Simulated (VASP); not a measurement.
# MgH2 (Fm-3m) in VASP: settings compared

MgH2 is run at these levels: r2SCAN, PBE, PBEsol, PBEsol+D3(BJ); tasks: single point.

All numbers are computed with VASP 6.6.1; they aren't measurements. Logs are shortened: lines on timing, memory, paths and dates and some standing lists are left out, and cuts for length are marked.

## Step 1: The cell of the first run

Symmetry: Fm-3m, No. 225, cubic system. Conventional cell: a = 4.762 Å, b = 4.762 Å, c = 4.762 Å, α = 90.00°, β = 90.00°, γ = 90.00°. Within 2.7 Å of Mg (site symmetry m-3m) lie 8 H at 2.06 Å. Within 2.7 Å of H (site symmetry -43m) lie 4 Mg at 2.06 Å and 6 H at 2.38 Å.

## Step 2: Single point, r2SCAN

POSCAR

```
MgH2
1.0
    0.0000000000      2.3810671667      2.3810671667
    2.3810671667      0.0000000000      2.3810671667
    2.3810671667      2.3810671667      0.0000000000
Mg H
1 2
Direct
    0.0000000000      0.0000000000      0.0000000000
    0.2500000000      0.2500000000      0.2500000000
    0.7500000000      0.7500000000      0.7500000000
```

INCAR.step1

```
ALGO = Normal ; EDIFF = 1E-4
ENCUT = 520 ; GGA = PE
ISMEAR = -1 ; LASPH = True
LCHARG = False ; LREAL = False
LWAVE = True ; NBANDS = 9
NELM = 100 ; PREC = Accurate
SIGMA = 0.05
```

INCAR.step2

```
ALGO = Normal ; EDIFF = 1E-7
ENCUT = 520 ; ISIF = 2
ISMEAR = -1 ; ISTART = 1
LASPH = True ; LCHARG = True
LELF = True ; LMIXTAU = True
LREAL = False ; LVHAR = True
LWAVE = False ; METAGGA = R2SCAN
NBANDS = 9 ; NELM = 100
PREC = Accurate ; SIGMA = 0.05
```

KPOINTS

```
k-points
0
Gamma
  8 8 8
```

Potentials or basis: VASP PAW PBE potentials, release 64 (Mg, H).

Launch:

```sh
$ cat potpaw_PBE.64/Mg/POTCAR potpaw_PBE.64/H/POTCAR > POTCAR
$ cp INCAR.step1 INCAR
$ mpirun -np 1 vasp_std > vasp.out
$ cp INCAR.step2 INCAR
$ mpirun -np 1 vasp_std > vasp.out
```

OUTCAR:

```text
EDIFF = 1E-7
   ENCUT = 520
   ISIF = 2
   ISMEAR = -1
   ISTART = 1
   LASPH = True
   LREAL = False
   METAGGA = R2SCAN
   NELM = 100
   PREC = Accurate

 ion  position               nearest neighbor table
   1  0.000  0.000  0.000-   2 2.06   3 2.06   3 2.06   3 2.06   3 2.06   2 2.06   2 2.06   2 2.06

   2  0.250  0.250  0.250-   1 2.06   1 2.06   1 2.06   1 2.06
   3  0.750  0.750  0.750-   1 2.06   1 2.06   1 2.06   1 2.06

  LATTYP: Found a face centered cubic cell.
 ALAT       =     4.7621343334

  Lattice vectors:

 A1 = (   0.0000000000,   2.3810671667,   2.3810671667)
 A2 = (   2.3810671667,   0.0000000000,   2.3810671667)
 A3 = (   2.3810671667,   2.3810671667,   0.0000000000)

Analysis of symmetry for initial positions (statically):
=====================================================================
 Subroutine PRICEL returns:
 Original cell was already a primitive cell.

 Routine SETGRP: Setting up the symmetry group for a
 face centered cubic supercell.

 Subroutine GETGRP returns: Found 48 space group operations
 (whereof 48 operations were pure point group operations)
 out of a pool of 48 trial point group operations.

The static configuration has the point symmetry O_h .

Analysis of symmetry for dynamics (positions and initial velocities):
=====================================================================
 Subroutine PRICEL returns:
 Original cell was already a primitive cell.

 Routine SETGRP: Setting up the symmetry group for a
 face centered cubic supercell.

 Subroutine GETGRP returns: Found 48 space group operations
 (whereof 48 operations were pure point group operations)
 out of a pool of 48 trial point group operations.

The dynamic configuration has the point symmetry O_h .

 Subroutine INISYM returns: Found 48 space group operations
 (whereof 48 operations are pure point group operations),
 and found     1 'primitive' translations

----------------------------------------------------------------------------------------

                                     Primitive cell

  volume of cell :      26.9988

  direct lattice vectors                    reciprocal lattice vectors
     0.000000000  2.381067167  2.381067167    -0.209989876  0.209989876  0.209989876
     2.381067167  0.000000000  2.381067167     0.209989876 -0.209989876  0.209989876
[... 90 lines left out ...]
   NSW    =      0    number of steps for IOM
   IBRION =     -1    ionic relax: 0-MD 1-quasi-New 2-CG
   NFREE  =      0    steps in history (QN), initial steepest desc. (CG)
   ISIF   =      2    stress and relaxation
   ISYM   =      2    0-nonsym 1-usesym 2-fastsym
   POTIM  = 0.5000    time-step for ionic-motion
   TEBEG  =    0.0;   TEEND  =   0.0 temperature during run
   PSTRESS=    0.0 pullay stress
   NELECT =       4.0000    total number of electrons
   NUPDOWN=      -1.0000    fix difference up-down
   EMIN   =  10.00;   EMAX   =-10.00  energy-range for DOS
   EFERMI =   0.00;   METHOD = LEGACY
   ISMEAR =    -1;   SIGMA  =   0.05  broadening in eV -4-tet -1-fermi 0-gaus
   EFERMI_NEDOS =   21; number of points for ismear=-14 and -15
   IALGO  =     38    algorithm
   IMIX   =      4    mixing-type and parameters
     AMIX     =   0.40;   BMIX     =  1.00
     AMIX_MAG =   1.60;   BMIX_MAG =  1.00
  volume/ion in A,a.u.               =       9.00        60.73
  Fermi-wavevector in a.u.,A,eV,Ry     =   0.866257  1.636987 10.209817  0.750400
  Thomas-Fermi vector in A             =   1.984619
   LORBIT       =      0    0 simple, 1 ext, 2 COOP (PROOUT), +10 PAW based schemes
   METAGGA = R2SCAN    functional components
   LHFCALC =     F    Hartree Fock is set to
   AEXX    =    0.0000 exact exchange contribution
   IVDW    =     0    specifies the selected vdW correction
   LEPSILON=     F    determine dielectric tensor
   LRPA    =     F    only Hartree local field effects (RPA)
 non-spin polarized calculation
  energy-cutoff  :      520.00
  volume of cell :       27.00
 maximum number of plane-waves:       740
 NGX is ok and might be reduce to    28
   NGX = 13   NGY = 13   NGZ = 13

 number of electron       4.0000000 magnetization

 Free energy of the ion-electron system (eV)
  ---------------------------------------------------
  ext. energy  EPLUGINS =         0.00000000
  ---------------------------------------------------
  free energy    TOTEN  =       -11.51931591 eV

  energy without entropy =      -11.51761017  energy(sigma->0) =      -11.51846304

 E-fermi :   3.1438     XC(G=0):  -9.2724

 val. band max:        3.0989394342   @ k =   0.1250   0.0000   0.0000
 cond. band min:       3.2863634066   @ k =  -0.3750   0.5000   0.1250
 fundamental gap:      0.1874239725
 Fermi energy:         3.1437705978

 k-point     1 :       0.0000    0.0000    0.0000
  band No.  band energies     occupation
      1      -7.4148      2.00000
      2       3.7659      0.00001
      3      12.6606      0.00000
      4      12.6606      0.00000
      5      12.6606      0.00000
      6      15.7995      0.00000
      7      15.7995      0.00000
      8      15.7995      0.00000
      9      16.4151      0.00000
[... 265 lines left out ...]
 k-point    24 :      -0.3750    0.2500    0.1250
  band No.  band energies     occupation
      1      -2.5085      2.00000
      2      -2.4738      2.00000
      3       6.4034      0.00000
      4       7.0437      0.00000
      5      12.4416      0.00000
      6      12.4764      0.00000
      7      18.1409      0.00000
      8      18.4866      0.00000
      9      19.9226      0.00000

 [... further k-points ...]

------------------------ aborting loop because EDIFF is reached ----------------------------------------

  FORCE on cell =-STRESS in cart. coord.  units (eV):
  Direction    XX          YY          ZZ          XY          YZ          ZX
  --------------------------------------------------------------------------------------
  -------------------------------------------------------------------------------------
  Total       -0.3133099     -0.3133099     -0.3133099      0.0000000      0.0000000      0.0000000
  in kB      -18.5925848    -18.5925848    -18.5925848      0.0000000      0.0000000      0.0000000
  external PRESSURE =     -18.5925848 kB  Pullay stress =       0.0000000 kB

 VOLUME and BASIS-vectors are now :
 -----------------------------------------------------------------------------
  energy-cutoff  :      520.00
  volume of cell :       27.00
      direct lattice vectors                 reciprocal lattice vectors
     0.000000000  2.381067167  2.381067167    -0.209989876  0.209989876  0.209989876
     2.381067167  0.000000000  2.381067167     0.209989876 -0.209989876  0.209989876
     2.381067167  2.381067167  0.000000000     0.209989876  0.209989876 -0.209989876

 POSITION                                       TOTAL-FORCE (eV/Angst)
 -----------------------------------------------------------------------------------
      0.00000      0.00000      0.00000        -0.000000      0.000000      0.000000
      1.19053      1.19053      1.19053        -0.000000     -0.000000     -0.000000
      3.57160      3.57160      3.57160         0.000000      0.000000      0.000000
 -----------------------------------------------------------------------------------
    total drift:                                0.000000      0.000000     -0.000000

  FREE ENERGIE OF THE ION-ELECTRON SYSTEM (eV)
  ---------------------------------------------------
  free  energy   TOTEN  =       -11.5193159068 eV

  energy  without entropy=      -11.5176101669  energy(sigma->0) =      -11.51846304
```

OUTCAR.step1:

```text
EDIFF = 1E-4
   ENCUT = 520
   GGA = PE
   ISMEAR = -1
   LASPH = True
   LREAL = False
[... 512 lines left out ...]
      0.00000      0.00000      0.00000         0.000000     -0.000000      0.000000
      1.19053      1.19053      1.19053         0.000000      0.000000      0.000000
      3.57160      3.57160      3.57160        -0.000000     -0.000000     -0.000000
 -----------------------------------------------------------------------------------
    total drift:                                0.000000      0.000000      0.000000

  FREE ENERGIE OF THE ION-ELECTRON SYSTEM (eV)
  ---------------------------------------------------
  free  energy   TOTEN  =        -8.4975247912 eV

  energy  without entropy=       -8.4952144585  energy(sigma->0) =       -8.49636962
```

OSZICAR.step1:

```text
N       E                     dE             d eps       ncg     rms          rms(c)
DAV:   1    -0.331882837900E+01   -0.33188E+01   -0.17306E+03   546   0.334E+02
DAV:   2    -0.904215030507E+01   -0.57233E+01   -0.53833E+01   696   0.434E+01
DAV:   3    -0.916876734941E+01   -0.12662E+00   -0.12657E+00   672   0.620E+00
DAV:   4    -0.916892618942E+01   -0.15884E-03   -0.15884E-03   710   0.217E-01
DAV:   5    -0.916892665309E+01   -0.46368E-06   -0.46364E-06   646   0.922E-03    0.466E+00
DAV:   6    -0.866648675302E+01    0.50244E+00   -0.34873E-01   538   0.228E+00    0.238E+00
DAV:   7    -0.849566988991E+01    0.17082E+00   -0.48127E-01   546   0.293E+00    0.462E-01
DAV:   8    -0.850207654514E+01   -0.64067E-02   -0.26649E-02   549   0.602E-01    0.412E-01
DAV:   9    -0.849751289574E+01    0.45636E-02   -0.81746E-03   582   0.342E-01    0.355E-02
DAV:  10    -0.849752479116E+01   -0.11895E-04   -0.15805E-04   589   0.797E-02
   1 F= -.84975248E+01 E0= -.84963696E+01  d E =-.231033E-02
```

It took 66 s on 1 thread of Intel Xeon Platinum 8375C at 2.90GHz (Ice Lake), shared host; peak memory 0.16 GiB.

What came out:

```yaml
Free_energy: -11.5193 eV
Pressure: -1.9 GPa
Band_gap_on_the_k_mesh: zero (band 2 reaches 3.77 eV, above the bottom of band 3 at 2.88 eV)
```

Caveat: the PAW data sets were made with another functional, which shifts forces and pressure a little.

## Step 3: Single point, PBE

INCAR

```
SYSTEM = MgH2
PREC = Accurate
ENCUT = 520
EDIFF = 1E-6
ISMEAR = 0
SIGMA = 0.05
LREAL = .False.
LASPH = .True.
NELM = 80
ALGO = Normal
ISIF = 2
LWAVE = .False.
LCHARG = .True.
GGA = PE
LELF = .True.
LVHAR = .True.
NBANDS = 9
```

KPOINTS

```
Automatic mesh
0
Gamma
  10 10 10
  0 0 0
```

POSCAR is that of step 2.

Potentials or basis: VASP PAW PBE potentials, release 64 (Mg, H).

Launch:

```sh
$ cat potpaw_PBE.64/Mg/POTCAR potpaw_PBE.64/H/POTCAR > POTCAR
$ mpirun -np 1 vasp_std > vasp.out
```

Run time: 12 s. Hardware: 1 thread of Intel Xeon Platinum 8488C (Sapphire Rapids), shared host; peak memory 0.16 GiB.

It converged, with:

| Item | Value |
| --- | --- |
| Free energy | -8.4975 eV |
| Pressure | -0.5 GPa |
| Band gap on the k mesh | zero (band 2 reaches 3.88 eV, above the bottom of band 3 at 2.60 eV) |

Levels at points of the mesh, in eV from the Fermi level:
| k point | band 1 | band 2 | band 3 | band 4 | band 5 | band 6 |
| --- | --- | --- | --- | --- | --- | --- |
| (0.00, 0.00, 0.00) | -9.96 | 0.91 | 9.31 | 9.31 | 9.31 | 11.88 |
| (0.50, 0.00, 0.00) | -5.71 | -5.61 | 6.79 | 7.23 | 9.01 | 9.01 |
| (0.50, 0.50, 0.00) | -5.72 | -2.36 | -0.37 | 4.70 | 4.70 | 7.92 |

(Continued in part 2 of 3.)
